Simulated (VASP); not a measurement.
KBr, 2 atoms in the cell. The structure is cubic, space group Pm-3m (No. 221). The conventional cell has a = 3.976 Å, b = 3.976 Å, c = 3.976 Å, α = 90.00°, β = 90.00°, γ = 90.00°. K (site symmetry m-3m) has 8 Br at 3.44 Å and 6 K at 3.98 Å within 4.5 Å. Within 4.5 Å of Br (site symmetry m-3m) lie 8 K at 3.44 Å and 6 Br at 3.98 Å. 

* Program: VASP 6.6.1
* Task: single point
* Functional: PBE-based screened hybrid with 35 % exact exchange
* Potentials or basis: VASP PAW PBE potentials, release 64 (K_sv, Br)
* Cutoff: 520 eV
* k mesh: 4 × 4 × 4
* Occupations: gaussian, width 0.01 eV
* Spin: no spin polarisation
* Dipole correction: no
* Grid for exact exchange (PRECFOCK): Normal
* Share of exact exchange: 0.35
* Further INCAR settings: ALGO = Normal; EDIFF = 1e-06; NBANDS = 15
* Screening parameter: 0.2078 1/Å

Potentials or basis: VASP PAW PBE potentials, release 64 (K_sv, Br).

The run is started by

```bash
$ cat potpaw_PBE.64/K_sv/POTCAR potpaw_PBE.64/Br/POTCAR > POTCAR
$ cp INCAR.step1 INCAR
$ mpirun -np 1 vasp_std > vasp.out
$ cp INCAR.step2 INCAR
$ mpirun -np 1 vasp_std > vasp.out
```

Hardware: 1 thread of Intel(R) Xeon(R) Platinum 8375C CPU @ 2.90GHz (Ice Lake), on a shared host.

Estimate the wall time of this run.

Wall time 8.8 min on 1 thread of Intel(R) Xeon(R) Platinum 8375C CPU @ 2.90GHz (Ice Lake) (shared host), peak memory 0.28 GiB. Counts: k points 10.
